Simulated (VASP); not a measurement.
Set up this calculation in VASP 6.6.1, as the native input.

```yaml
Task: single point
Functional: PBEsol
Potentials_or_basis: VASP PAW PBE potentials, release 64 (In_d)
Cutoff: 520 eV
k_mesh: 20 × 20 × 20
Occupations: gaussian, width 0.15 eV
Spin: no spin polarisation
Dipole_correction: no
Further_INCAR_settings: ALGO = Fast; EDIFF = 1e-06; NBANDS = 12
```

The structure of In lies in POSCAR:

```
In
1.0
   -1.6261500000      1.5611040000      2.4739500000
    1.6261500000     -1.5611040000      2.4739500000
    1.6261500000      1.5611040000     -2.4739500000
In
1
Direct
    0.0000000000      0.0000000000      0.0000000000
```

This cell differs from its parent crystal: strain -0.0400 x Voigt [0, 1, 0, 0, 0, 0].

One way to write it, as run:

INCAR

```
ALGO = Fast ; EDIFF = 1E-6
ENCUT = 520 ; GGA = PS
ISIF = 2 ; ISMEAR = 0
LASPH = True ; LCHARG = True
LELF = True ; LREAL = False
LVHAR = True ; LWAVE = False
NBANDS = 12 ; NELM = 80
PREC = Accurate ; SIGMA = 0.15
```

KPOINTS

```
k-points
0
Gamma
  20 20 20
```

Potentials or basis: VASP PAW PBE potentials, release 64 (In_d).

The run is started by

```bash
$ cat potpaw_PBE.64/In_d/POTCAR > POTCAR
$ mpirun -np 1 vasp_std > vasp.out
```

It gave:

The pressure is 0.9 GPa.

Caveat: the cell differs from its parent crystal (strain -0.0400 x Voigt [0, 1, 0, 0, 0, 0]); the PAW data sets were made with another functional, which shifts forces and pressure a little.

Run time: 3.4 min on 1 thread of Intel(R) Xeon(R) 6975P-C (Granite Rapids), on a shared host, peak memory 0.44 GiB.
